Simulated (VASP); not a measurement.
# Rb (I4/mmm) in VASP: notebook

Rb is run at these levels: PBE; tasks: single point.

Everything below comes from runs of VASP 6.6.1. Logs are shortened: lines on timing, memory, paths and dates and some standing lists are left out, and cuts for length are marked.

**1. The cell of the first run**

The structure is tetragonal, space group I4/mmm (No. 139). The conventional cell has a = 5.727 Å, b = 5.727 Å, c = 5.444 Å, α = 90.00°, β = 90.00°, γ = 90.00°.

**2. Single point, PBE (uniaxial strain along c: -4.0 %)**

File INCAR:

```
SYSTEM = Rb
  PREC = Accurate
  ENCUT = 520
  EDIFF = 1E-6
  ISMEAR = 0
  SIGMA = 0.1
  LREAL = .FALSE.
  LASPH = .TRUE.
  NELM = 80
  ALGO = Fast
  ISIF = 2
  LWAVE = .FALSE.
  LCHARG = .FALSE.
  GGA = PE
  NBANDS = 16
```

File KPOINTS:

```
regular mesh
0
G
  10 10 10
  0 0 0
```

File POSCAR:

```
Rb
1.0
    5.7272666882      0.0000000000      0.0000000000
    0.0000000000      5.7272666882      0.0000000000
    0.0000000000      0.0000000000      5.4437386343
Rb
2
Direct
    0.0000000000      0.0000000000      0.0000000000
    0.5000000000      0.5000000000      0.5000000000
```

Potentials or basis: VASP PAW PBE potentials, release 64 (Rb_sv).

Launch:

```sh
> cat potpaw_PBE.64/Rb_sv/POTCAR > POTCAR
> mpirun -np 1 vasp_std > vasp.out
```

OUTCAR:

```text
SYSTEM = Rb
   PREC = Accurate
   ENCUT = 520
   EDIFF = 1E-6
   ISMEAR = 0
   LREAL = .FALSE.
   LASPH = .TRUE.
   NELM = 80
   ISIF = 2
   GGA = PE

 ion  position               nearest neighbor table
   1  0.000  0.000  0.000-   2 4.88   2 4.88   2 4.88   2 4.88   2 4.88   2 4.88   2 4.88   2 4.88

   2  0.500  0.500  0.500-   1 4.88   1 4.88   1 4.88   1 4.88   1 4.88   1 4.88   1 4.88   1 4.88

  LATTYP: Found a simple tetragonal cell.
 ALAT       =     5.7272666882
 C/A-ratio  =     0.9504950495

  Lattice vectors:

 A1 = (   5.7272666882,   0.0000000000,   0.0000000000)
 A2 = (   0.0000000000,   5.7272666882,   0.0000000000)
 A3 = (   0.0000000000,   0.0000000000,   5.4437386343)

Analysis of symmetry for initial positions (statically):
=====================================================================
 Subroutine PRICEL returns following result:

  LATTYP: Found a body centered tetragonal cell.
 ALAT       =     5.7272666882
 C/A-ratio  =     0.9504950495

  Lattice vectors:

 A1 = (  -2.8636333441,  -2.8636333441,  -2.7218693171)
 A2 = (   2.8636333441,   2.8636333441,  -2.7218693171)
 A3 = (   2.8636333441,  -2.8636333441,   2.7218693171)

   2 primitive cells build up your supercell.

 Routine SETGRP: Setting up the symmetry group for a
 simple tetragonal supercell.

 Subroutine GETGRP returns: Found 16 space group operations
 (whereof 16 operations were pure point group operations)
 out of a pool of 16 trial point group operations.

The static configuration has the point symmetry D_4h.

Analysis of symmetry for dynamics (positions and initial velocities):
=====================================================================
 Subroutine PRICEL returns following result:

  LATTYP: Found a body centered tetragonal cell.
 ALAT       =     5.7272666882
 C/A-ratio  =     0.9504950495

  Lattice vectors:

 A1 = (  -2.8636333441,  -2.8636333441,  -2.7218693171)
 A2 = (   2.8636333441,   2.8636333441,  -2.7218693171)
 A3 = (   2.8636333441,  -2.8636333441,   2.7218693171)

   2 primitive cells build up your supercell.

 Routine SETGRP: Setting up the symmetry group for a
 simple tetragonal supercell.

 Subroutine GETGRP returns: Found 16 space group operations
 (whereof 16 operations were pure point group operations)
 out of a pool of 16 trial point group operations.

The dynamic configuration has the point symmetry D_4h.

 Subroutine INISYM returns: Found 16 space group operations
 (whereof 16 operations are pure point group operations),
 and found     2 'primitive' translations

----------------------------------------------------------------------------------------

                                     Primitive cell

  volume of cell :      89.2816

  direct lattice vectors                    reciprocal lattice vectors
    -2.863633344 -2.863633344 -2.721869317     0.000000000 -0.174603359 -0.183697284
     2.863633344  2.863633344 -2.721869317     0.174603359  0.000000000 -0.183697284
     2.863633344 -2.863633344  2.721869317     0.174603359 -0.174603359  0.000000000

  length of vectors
     4.879484034  4.879484034  4.879484034     0.253438405  0.253438405  0.246926438

  position of ions in fractional coordinates (direct lattice)
     0.000000000  0.000000000  0.000000000

  ion indices of the primitive-cell ions
   primitive index   ion index
                 1           1

----------------------------------------------------------------------------------------

 KPOINTS: regular mesh

Automatic generation of k-mesh.
 Grid dimensions read from file:
 generate k-points for:   10   10   10

 Generating k-lattice:

  Cartesian coordinates                     Fractional coordinates (reciprocal lattice)
     0.017460336  0.000000000  0.000000000     0.100000000  0.000000000  0.000000000
     0.000000000  0.017460336  0.000000000     0.000000000  0.100000000  0.000000000
     0.000000000  0.000000000  0.018369728     0.000000000  0.000000000  0.100000000

  Length of vectors
     0.017460336  0.017460336  0.018369728

  Shift w.r.t. Gamma in fractional coordinates (k-lattice)
     0.000000000  0.000000000  0.000000000

 Subroutine IBZKPT returns following result:
 ===========================================

 Found    126 irreducible k-points:

 Following reciprocal coordinates:
            Coordinates               Weight
  0.000000  0.000000  0.000000      1.000000
  0.100000  0.000000  0.000000      4.000000
  0.200000  0.000000  0.000000      4.000000
  0.300000  0.000000  0.000000      4.000000
  0.400000  0.000000  0.000000      4.000000
  0.500000  0.000000  0.000000      2.000000
[... 16 lines left out ...]
  0.100000  0.000000  0.100000      8.000000
  0.200000  0.000000  0.100000      8.000000
 [... further k-points ...]
   k-points           NKPTS =    126   k-points in BZ     NKDIM =    126   number of bands    NBANDS=     16
   number of dos      NEDOS =    301   number of ions     NIONS =      2
   total plane-waves  NPLWV =  92160
   dimension x,y,z NGX =    48 NGY =   48 NGZ =   40
   dimension x,y,z NGXF=    96 NGYF=   96 NGZF=   80
   ions per type =               2
   NGX,Y,Z   is equivalent  to a cutoff of  13.93, 13.93, 12.22 a.u.
   NGXF,Y,Z  is equivalent  to a cutoff of  27.87, 27.87, 24.43 a.u.
 SYSTEM =  Rb
   PREC   = accura    normal or accurate (medium, high low for compatibility)
   ISTART =      0    job   : 0-new  1-cont  2-samecut
   ICHARG =      2    charge: 1-file 2-atom 10-const
   ISPIN  =      1    spin polarized calculation?
   LNONCOLLINEAR =      F non collinear calculations
   LSORBIT =      F    spin-orbit coupling
   LASPH  =      T    aspherical Exc in radial PAW
   ENCUT  =  520.0 eV  38.22 Ry    6.18 a.u.  10.65 10.65 10.12*2*pi/ulx,y,z
   NELM   =     80;   NELMIN=  2; NELMDL= -5     # of ELM steps
   EDIFF  = 0.1E-05   stopping-criterion for ELM
   LREAL  =      F    real-space projection
   EDIFFG = 0.1E-04   stopping-criterion for IOM
   NSW    =      0    number of steps for IOM
   IBRION =     -1    ionic relax: 0-MD 1-quasi-New 2-CG
   NFREE  =      0    steps in history (QN), initial steepest desc. (CG)
   ISIF   =      2    stress and relaxation
   ISYM   =      2    0-nonsym 1-usesym 2-fastsym
   POTIM  = 0.5000    time-step for ionic-motion
   TEBEG  =    0.0;   TEEND  =   0.0 temperature during run
   PSTRESS=    0.0 pullay stress
   NELECT =      18.0000    total number of electrons
   NUPDOWN=      -1.0000    fix difference up-down
   EMIN   =  10.00;   EMAX   =-10.00  energy-range for DOS
   EFERMI =   0.00;   METHOD = LEGACY
   ISMEAR =     0;   SIGMA  =   0.10  broadening in eV -4-tet -1-fermi 0-gaus
   EFERMI_NEDOS =   21; number of points for ismear=-14 and -15
   IALGO  =     68    algorithm
   IMIX   =      4    mixing-type and parameters
     AMIX     =   0.40;   BMIX     =  1.00
     AMIX_MAG =   1.60;   BMIX_MAG =  1.00
  volume/ion in A,a.u.               =      89.28       602.50
  Fermi-wavevector in a.u.,A,eV,Ry     =   0.761906  1.439794  7.898201  0.580501
  Thomas-Fermi vector in A             =   1.861250
   LORBIT       =      0    0 simple, 1 ext, 2 COOP (PROOUT), +10 PAW based schemes
   GGA     = PE    functional components
   LHFCALC =     F    Hartree Fock is set to
   AEXX    =    0.0000 exact exchange contribution
   IVDW    =     0    specifies the selected vdW correction
   LEPSILON=     F    determine dielectric tensor
   LRPA    =     F    only Hartree local field effects (RPA)
 non-spin polarized calculation
 RMM-DIIS sequential band-by-band and
 Gauss-broadening in eV      SIGMA  =   0.10
  energy-cutoff  :      520.00
  volume of cell :      178.56
 maximum number of plane-waves:      4848
 NGX is ok and might be reduce to    48
   NGX = 21   NGY = 21   NGZ = 21

 number of electron      18.0000000 magnetization

 Free energy of the ion-electron system (eV)
  ---------------------------------------------------
  ext. energy  EPLUGINS =         0.00000000
  ---------------------------------------------------
  free energy    TOTEN  =        -1.87529219 eV

  energy without entropy =       -1.86641518  energy(sigma->0) =       -1.87085368

 E-fermi :   0.0654     XC(G=0):  -5.5124

 val. band max:        0.0563309240   @ k =   0.5000   0.4000   0.0000
 cond. band min:       0.0779175120   @ k =   0.4000   0.2000   0.0000
 fundamental gap:      0.0215865881
 Fermi energy:         0.0654331945

 k-point     1 :       0.0000    0.0000    0.0000
  band No.  band energies     occupation
      1     -28.8381      2.00000
      2     -28.8300      2.00000
      3     -12.9545      2.00000
      4     -12.9545      2.00000
      5     -12.9444      2.00000
      6     -12.8784      2.00000
[... 8 lines left out ...]
     15       3.7002      0.00000
     16       3.8491      0.00000

 k-point     2 :       0.1000    0.0000    0.0000
  band No.  band energies     occupation
      1     -28.8379      2.00000
      2     -28.8301      2.00000
      3     -12.9540      2.00000
      4     -12.9526      2.00000
      5     -12.9427      2.00000
      6     -12.8817      2.00000
[... 8 lines left out ...]
     15       3.6578      0.00000
     16       3.8000      0.00000

 k-point     3 :       0.2000    0.0000    0.0000
  band No.  band energies     occupation
      1     -28.8373      2.00000
      2     -28.8307      2.00000
      3     -12.9520      2.00000
      4     -12.9470      2.00000
      5     -12.9378      2.00000
      6     -12.8906      2.00000
[... 8 lines left out ...]
     15       3.5460      0.00000
     16       3.6624      0.00000

 k-point     4 :       0.3000    0.0000    0.0000
  band No.  band energies     occupation
      1     -28.8363      2.00000
      2     -28.8315      2.00000
      3     -12.9479      2.00000
      4     -12.9383      2.00000
      5     -12.9302      2.00000
      6     -12.9034      2.00000
[... 8 lines left out ...]
     15       3.3328      0.00000
     16       3.4342      0.00000
[... 324 lines left out ...]
 k-point    22 :       0.0000    0.0000    0.1000
  band No.  band energies     occupation
      1     -28.8379      2.00000
      2     -28.8301      2.00000
      3     -12.9525      2.00000
      4     -12.9525      2.00000
      5     -12.9450      2.00000
      6     -12.8824      2.00000
[... 8 lines left out ...]
     15       3.6228      0.00000
     16       3.7548      0.00000

 k-point    23 :       0.1000    0.0000    0.1000
  band No.  band energies     occupation
      1     -28.8377      2.00000
      2     -28.8303      2.00000
      3     -12.9541      2.00000
      4     -12.9506      2.00000
      5     -12.9413      2.00000
      6     -12.8884      2.00000
[... 8 lines left out ...]
     15       3.6377      0.00000
     16       3.6865      0.00000

 k-point    24 :       0.2000    0.0000    0.1000
  band No.  band energies     occupation
      1     -28.8371      2.00000
      2     -28.8308      2.00000
      3     -12.9552      2.00000
      4     -12.9453      2.00000
      5     -12.9338      2.00000
      6     -12.8994      2.00000
[... 8 lines left out ...]
     15       3.3593      0.00000
     16       3.8327      0.00000

 [... further k-points ...]

------------------------ aborting loop because EDIFF is reached ----------------------------------------

  FORCE on cell =-STRESS in cart. coord.  units (eV):
  Direction    XX          YY          ZZ          XY          YZ          ZX
  --------------------------------------------------------------------------------------
  -------------------------------------------------------------------------------------
  Total        0.0610541      0.0610541      0.0669387      0.0000000      0.0000000      0.0000000
  in kB        0.5478140      0.5478140      0.6006141      0.0000000      0.0000000      0.0000000
  external PRESSURE =       0.5654141 kB  Pullay stress =       0.0000000 kB

 VOLUME and BASIS-vectors are now :
 -----------------------------------------------------------------------------
  energy-cutoff  :      520.00
  volume of cell :      178.56
      direct lattice vectors                 reciprocal lattice vectors
     5.727266688  0.000000000  0.000000000     0.174603359  0.000000000  0.000000000
     0.000000000  5.727266688  0.000000000     0.000000000  0.174603359  0.000000000
     0.000000000  0.000000000  5.443738634     0.000000000  0.000000000  0.183697284

 POSITION                                       TOTAL-FORCE (eV/Angst)
 -----------------------------------------------------------------------------------
      0.00000      0.00000      0.00000         0.000000      0.000000     -0.000000
      2.86363      2.86363      2.72187        -0.000000     -0.000000      0.000000
 -----------------------------------------------------------------------------------
    total drift:                                0.000000     -0.000000     -0.000000

  FREE ENERGIE OF THE ION-ELECTRON SYSTEM (eV)
  ---------------------------------------------------
  free  energy   TOTEN  =        -1.8752921933 eV

  energy  without entropy=       -1.8664151762  energy(sigma->0) =       -1.87085368
```

It took 4.4 min on 1 thread of Intel Xeon Platinum 8559C (Emerald Rapids), shared host; peak memory 0.47 GiB.

Results:

- Free energy: -1.8753 eV
- Pressure: 0.1 GPa
- Band gap on the k mesh: zero (bands 9 and 10 overlap by 1.94 eV)

Levels at points of the mesh, in eV from the Fermi level:
```tsv
k point	band 6	band 7	band 8	band 9	band 10	band 11	band 12	band 13
(0.00, 0.00, 0.00)	-12.94	-12.94	-12.94	-2.01	1.17	1.30	3.12	3.12
(0.50, 0.00, 0.00)	-12.98	-12.98	-12.98	-0.67	-0.67	2.31	2.31	2.95
(0.50, 0.50, 0.00)	-12.97	-12.94	-12.94	0.16	0.16	0.71	0.71	2.77
(0.00, 0.00, 0.50)	-12.98	-12.98	-12.98	-0.53	-0.53	2.33	2.33	2.95
(0.50, 0.00, 0.50)	-12.98	-12.95	-12.95	0.26	0.26	0.83	0.83	2.49
(0.50, 0.50, 0.50)	-12.99	-12.99	-12.99	1.28	1.28	1.28	1.28	1.33
```

Caveat: the cell differs from its parent crystal (uniaxial strain along c: -4.0 %).

**3. Single point, PBE (uniaxial strain along c: -6.0 %, then relaxed in part)**

File INCAR:

```
ALGO = Fast
EDIFF = 1E-7
ENCUT = 520
GGA = PE
ISIF = 2
ISMEAR = 0
LASPH = True
LCHARG = False
LREAL = False
LWAVE = False
NBANDS = 16
NELM = 80
PREC = Accurate
SIGMA = 0.1
```

File KPOINTS:

```
k-points
0
Gamma
  10 10 10
```

File POSCAR:

```
Rb
1.0
    5.8267403459      0.0000000000      0.0000000000
    0.0000000000      5.8267403459      0.0000000000
    0.0000000000      0.0000000000      5.3303274128
Rb
2
Direct
    0.0000000000      0.0000000000      0.0000000000
    0.5000000000      0.5000000000      0.5000000000
```

Potentials or basis: VASP PAW PBE potentials, release 64 (Rb_sv).

Launch:

```sh
> cat potpaw_PBE.64/Rb_sv/POTCAR > POTCAR
> mpirun -np 1 vasp_std > vasp.out
```

It took 6.3 min on 1 thread of Intel Xeon Platinum 8559C (Emerald Rapids), shared host; peak memory 0.48 GiB.

It converged, with:

* Free energy: -1.8751 eV
* Pressure: 0.0 GPa
* Band gap on the k mesh: zero (bands 9 and 10 overlap by 1.96 eV)

Levels at points of the mesh, in eV from the Fermi level:
```
           k point  band 7  band 8  band 9  band 10  band 11  band 12
(0.00, 0.00, 0.00)  -12.94  -12.94   -1.98     1.14     1.35     2.98
(0.50, 0.00, 0.00)  -12.97  -12.97   -0.69    -0.69     2.30     2.30
(0.50, 0.50, 0.00)  -12.94  -12.94    0.13     0.13     0.65     0.65
(0.00, 0.00, 0.50)  -12.98  -12.98   -0.45    -0.45     2.35     2.35
(0.50, 0.00, 0.50)  -12.95  -12.95    0.30     0.30     0.86     0.86
(0.50, 0.50, 0.50)  -12.99  -12.99    1.28     1.28     1.28     1.28
```

Caveat: the cell differs from its parent crystal (uniaxial strain along c: -6.0 %, then relaxed in part).
